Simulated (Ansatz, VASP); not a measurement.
## Two plane-wave programs on Sn

```xyz
1
Lattice="-1.8947 1.8947 2.1078 1.8947 -1.8947 2.1078 1.8947 1.8947 -2.1078" Properties=species:S:1:pos:R:3 pbc="T T T"
Sn    0.0000    0.0000    0.0000
```

Change from the starting cell: strain +0.1125 x Voigt [0, 0, 1, 0, 0, 0], atoms carried along.

Alike in both runs: task single point; functional PBE; dispersion D3(BJ); k mesh 18 × 18 × 18; occupations gaussian, width 0.15 eV; no spin polarisation.

|  | VASP | Ansatz |
| --- | --- | --- |
| version | VASP 6.6.1 | Ansatz 0.2.0 |
| potentials or method | VASP PAW PBE potentials, release 64 (Sn_d), cutoff 520 eV | scalar-relativistic, plane waves, PAW |
| valence electrons in the cell | 14 | 14 |

|  | VASP | Ansatz | Ansatz less VASP |
| --- | --- | --- | --- |
| gap on the k mesh at the Fermi level (eV) | none | none | - |
| pressure (GPa) | -5.1 | -5.1 | +0.01 |
| traceless stress, the component that is largest in VASP (GPa) | 0.40 | 0.39 | -0.004 |

A gap of «none» marks a metal or a gap that the smearing closes.
